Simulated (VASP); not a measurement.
# TiC: single point with PBEsol

The system is TiC.

```xyz
2
Lattice="0.0000 2.1467 2.0394 2.1467 0.0000 2.0394 2.1467 2.1467 0.0000" Properties=species:S:1:pos:R:3 pbc="T T T"
Ti    0.0000    0.0000    0.0000
C     2.1467    2.1467    2.0394
```

This cell differs from its parent crystal: strain +0.000 along x and y, -0.050 along z.

| Quantity | Value |
| --- | --- |
| Program | VASP 6.6.1 |
| Task | single point |
| Functional | PBEsol |
| Potentials or basis | VASP PAW PBE potentials, release 64 (Ti_sv, C) |
| Cutoff | 520 eV |
| k mesh | 24 × 24 × 24 |
| Occupations | gaussian, width 0.15 eV |
| Spin | no spin polarisation |

| Quantity | Value |
| --- | --- |
| Pressure | 16.9 GPa |
| Band gap on the k mesh | zero (bands 8 and 9 overlap by 1.76 eV) |

Stress tensor (GPa, compression positive):
```
 6.94  0.00  0.00
 0.00  6.94  0.00
 0.00  0.00 36.72
```

Levels at points of the mesh, in eV from the Fermi level:
| k point | band 4 | band 5 | band 6 | band 7 | band 8 | band 9 | band 10 | band 11 | band 12 | band 13 |
| --- | --- | --- | --- | --- | --- | --- | --- | --- | --- | --- |
| (0.00, 0.00, 0.00) | -32.16 | -12.73 | 0.55 | 0.55 | 0.97 | 1.68 | 1.71 | 1.71 | 1.98 | 2.02 |
| (0.50, 0.00, 0.00) | -32.21 | -8.79 | -6.24 | -3.23 | -3.14 | 3.11 | 3.38 | 4.61 | 8.55 | 8.60 |
| (0.50, 0.50, 0.00) | -32.46 | -10.34 | -3.04 | -1.99 | -0.23 | -0.23 | 3.06 | 3.93 | 3.93 | 7.00 |
| (0.50, 0.00, 0.50) | -32.37 | -10.42 | -3.68 | -1.88 | 0.13 | 0.26 | 2.98 | 3.74 | 4.06 | 6.49 |

It took 3.5 min on 1 thread of Intel(R) Xeon(R) Platinum 8259CL CPU @ 2.50GHz (Skylake/Cascade Lake) (shared host), peak memory 0.4 GiB.

Caveat: the cell differs from its parent crystal (strain +0.000 along x and y, -0.050 along z); the cell stands under pressure; the PAW data sets were made with another functional, which shifts forces and pressure a little.
